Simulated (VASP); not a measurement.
The system is P.

```
CELL_PARAMETERS angstrom
1.74843 1.00946 3.17086
-1.74843 1.00946 3.17086
0.00000 -2.01892 3.17086
ATOMIC_POSITIONS crystal
P 0.77292 0.77292 0.77292
P 0.22708 0.22708 0.22708
```

Base run:

```yaml
Program: VASP 6.6.1
Functional: r2SCAN
Potentials_or_basis: VASP PAW PBE potentials, release 64 (P)
Cutoff: 520 eV
k_mesh: 9 × 9 × 9
Occupations: fermi-dirac, width 0.05 eV
Spin: no spin polarisation
```

Its results: band gap on the k mesh zero (band 5 reaches 9.10 eV, above the bottom of band 6 at 8.44 eV); pressure -3.3 GPa; largest force 0.319 eV/Å.

Task: The run is repeated on the same cell with these changes: functional from r2SCAN to PBEsol. What comes out?

Result: Band gap on the k mesh zero (band 5 reaches 8.86 eV, above the bottom of band 6 at 8.20 eV); pressure -4.9 GPa; largest force 0.015 eV/Å.

Caveats: the PAW data sets were made with another functional, which shifts forces and pressure a little.
